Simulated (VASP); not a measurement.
Write the native input for VASP 6.6.1 that does the following.

```
Task                   : single point
Functional             : PBE
Potentials or basis    : VASP PAW PBE potentials, release 64 (Bi_d, Te)
Cutoff                 : 520 eV
k mesh                 : 7 × 7 × 7
Occupations            : fermi-dirac, width 0.08 eV
Spin                   : no spin polarisation
Dipole correction      : no
Further INCAR settings : ALGO = Normal; EDIFF = 1e-06; NBANDS = 32
```

The structure of Bi2Te3 lies in POSCAR:

```
Bi2Te3
1.0
    2.1930005584      1.2661294627     10.0640133000
   -2.1930005584      1.2661294627     10.0640133000
    0.0000000000     -2.5322589254     10.0640133000
Bi Te
2 3
Direct
    0.4000000000      0.4000000000      0.4000000000
    0.6000000000      0.6000000000      0.6000000000
    0.0000000000      0.0000000000      0.0000000000
    0.2095000000      0.2095000000      0.2095000000
    0.7905000000      0.7905000000      0.7905000000
```

This cell differs from its parent crystal: zz strain of -1 %.

The input as run:

INCAR

```
SYSTEM = Bi2Te3
ALGO = Normal
EDIFF = 1E-6
ENCUT = 520
GGA = PE
ISIF = 2
ISMEAR = -1
LASPH = .True.
LCHARG = .False.
LREAL = .False.
LWAVE = .False.
NBANDS = 32
NELM = 60
PREC = Accurate
SIGMA = 0.08
```

KPOINTS

```
k-points
0
Gamma
  7 7 7
  0 0 0
```

Potentials or basis: VASP PAW PBE potentials, release 64 (Bi_d, Te).

Launch:

```console
$ cat potpaw_PBE.64/Bi_d/POTCAR potpaw_PBE.64/Te/POTCAR > POTCAR
$ mpirun -np 1 vasp_std > vasp.out
```

It gave:

The pressure is 2.5 GPa. The largest force is 0.056 eV/Å and the band gap on the k mesh is 0.24 eV, direct.

Caveat: the cell differs from its parent crystal (zz strain of -1 %); spin-orbit coupling is left out, which moves the levels of the heavy elements.

It took 20 min on 1 thread of Intel(R) Xeon(R) Platinum 8259CL CPU @ 2.50GHz (Skylake/Cascade Lake), with other jobs on the host, peak memory 1 GiB.
